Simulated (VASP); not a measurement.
Input of a VASP 6.6.1 run:

The input INCAR:

```
PREC     = Accurate       # precision mode
ENCUT    = 520            # plane-wave cutoff, eV
EDIFF    = 1E-7           # SCF threshold, eV
ISMEAR   = -1             # smearing method
SIGMA    = 0.05           # smearing width, eV
LREAL    = False          # projectors in reciprocal space
LASPH    = True           # aspherical terms in the spheres
NELM     = 60             # most SCF steps
ALGO     = Normal         # electronic algorithm
ISIF     = 2              # what is computed and relaxed
LWAVE    = False          # write WAVECAR
LCHARG   = True           # write CHGCAR
GGA      = CA             # functional
LELF     = True           # ELF
LVHAR    = True         
NBANDS   = 23             # bands
```

Contents of KPOINTS:

```
regular mesh
0
Gamma
  8 8 4
```

POSCAR

```
HfN
1.0
    3.1615209470      0.0000000000      0.0000000000
   -1.5807604735      2.7379575141      0.0000000000
    0.0000000000      0.0000000000      5.4644952874
Hf N
2 2
Direct
    0.6666666667      0.3333333333      0.7500000000
    0.3333333333      0.6666666667      0.2500000000
    0.0000000000      0.0000000000      0.0000000000
    0.0000000000      0.0000000000      0.5000000000
```

Potentials or basis: VASP PAW LDA potentials, release 64 (Hf_pv, N).

The run is started by

```bash
$ cat potpaw_LDA.64/Hf_pv/POTCAR potpaw_LDA.64/N/POTCAR > POTCAR
$ mpirun -np 1 vasp_std > vasp.out
```

Question: What does it give for the pressure?

Answer: -16.2 GPa.

Question: What does it give for the band gap on the k mesh?

Answer: Zero (band 15 reaches 9.30 eV, above the bottom of band 16 at 7.09 eV).

Stress tensor (GPa, compression positive):
```
-16.15   0.00   0.00
  0.00 -16.15   0.00
  0.00   0.00 -16.38
```

Caveat: spin-orbit coupling is left out, which moves the levels of the heavy elements.
